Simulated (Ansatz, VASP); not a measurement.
## SiC: VASP beside Ansatz

Contents of INCAR:

```
SYSTEM = SiC
PREC = Accurate
ENCUT = 520
EDIFF = 1E-6
ISMEAR = 0
SIGMA = 0.05
LREAL = .False.
LASPH = .True.
NELM = 100
ALGO = Normal
ISIF = 2
LWAVE = .False.
LCHARG = .True.
GGA = PE
LELF = .True.
LVHAR = .True.
NBANDS = 11
```

Contents of KPOINTS:

```
regular mesh
0
Gamma
  12 12 12
  0 0 0
```

POSCAR

```
SiC
1.0
    0.0000000000      2.2252823574      2.2252823574
    2.2252823574      0.0000000000      2.2252823574
    2.1555568436      2.1555568436      0.0697255139
Si C
1 1
Direct
    0.0000000000      0.0000000000      0.0000000000
    0.7500000000      0.7500000000      0.7500000000
```

Input for Ansatz:

```yaml
crystal:
  lattice:
    - [0.0, 2.2252823574, 2.2252823574]
    - [2.2252823574, 0.0, 2.2252823574]
    - [2.1555568436, 2.1555568436, 0.0697255139]
  atoms:
    - { symbol: Si, position: [0.0, 0.0, 0.0] }
    - { symbol: C, position: [0.75, 0.75, 0.75] }
basis:
  ecutwfc: 520.0
kpoints:
  mp_grid: { grid: [12, 12, 12] }
hamiltonian:
  xc: pbe
scf:
  occupations: { method: gaussian, width: 0.05 }
output:
  forces: true
  stress: true
  eigenvalues: true
```

Alike in both runs: task single point; functional PBE; k mesh 12 × 12 × 12; occupations gaussian, width 0.05 eV; no spin polarisation.

|  | VASP | Ansatz |
| --- | --- | --- |
| version | VASP 6.6.1 | Ansatz 0.2.0 |
| potentials or method | VASP PAW PBE potentials, release 64 (Si, C), cutoff 520 eV | scalar-relativistic, plane waves, PAW |
| valence electrons in the cell | 8 | 8 |

```csv
,VASP,Ansatz,Ansatz less VASP
gap on the k mesh at the Fermi level (eV),1.18,1.19,+0.005
least direct gap on the mesh (eV),4.22,4.22,+0.005
pressure (GPa),0.7,0.7,+0.05
"traceless stress, the component that is largest in VASP (GPa)",8.79,8.76,-0.028
rms of the force components (eV/Å),0.313,0.313,+0.0007
```

Atom by atom the forces differ by 0.001 eV/Å (rms over components). With one functional, cell and mesh, what is left measures potentials, basis and numerics.
